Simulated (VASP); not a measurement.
Here is a VASP 6.6.1 calculation.

File INCAR:

```
SYSTEM = CuO
  ALGO = Normal
  EDIFF = 1E-7
  ENCUT = 520
  GGA = PS
  ISIF = 2
  ISMEAR = 0
  LASPH = .True.
  LCHARG = .False.
  LREAL = .False.
  LWAVE = .False.
  NBANDS = 25
  NELM = 60
  PREC = Accurate
  SIGMA = 0.2
```

File KPOINTS:

```
k-points
0
Gamma
  14 14 8
  0 0 0
```

POSCAR

```
CuO
1.0
    1.9909680000     -2.1535500000      0.0000000000
    1.9909680000      2.1535500000      0.0000000000
    0.0000000000      0.0000000000      5.1559280000
Cu O
2 2
Direct
    0.0000000000      0.5000000000      0.0000000000
    0.5000000000      0.0000000000      0.5000000000
    0.5000000000      0.5000000000      0.2500000000
    0.5000000000      0.5000000000      0.7500000000
```

Potentials or basis: VASP PAW PBE potentials, release 64 (Cu, O).

Command:

```sh
$ cat potpaw_PBE.64/Cu/POTCAR potpaw_PBE.64/O/POTCAR > POTCAR
$ mpirun -np 1 vasp_std > vasp.out
```

(1) Predict the pressure.

(2) Predict the band gap on the k mesh.

Results:

(1) -5.4 GPa.

(2) zero (bands 17 and 18 overlap by 1.10 eV).

Caveat: the cell stands under tension; the PAW data sets were made with another functional, which shifts forces and pressure a little; semilocal functionals often make such compounds metallic where correlation or magnetic order opens a gap, which also shifts bond lengths.
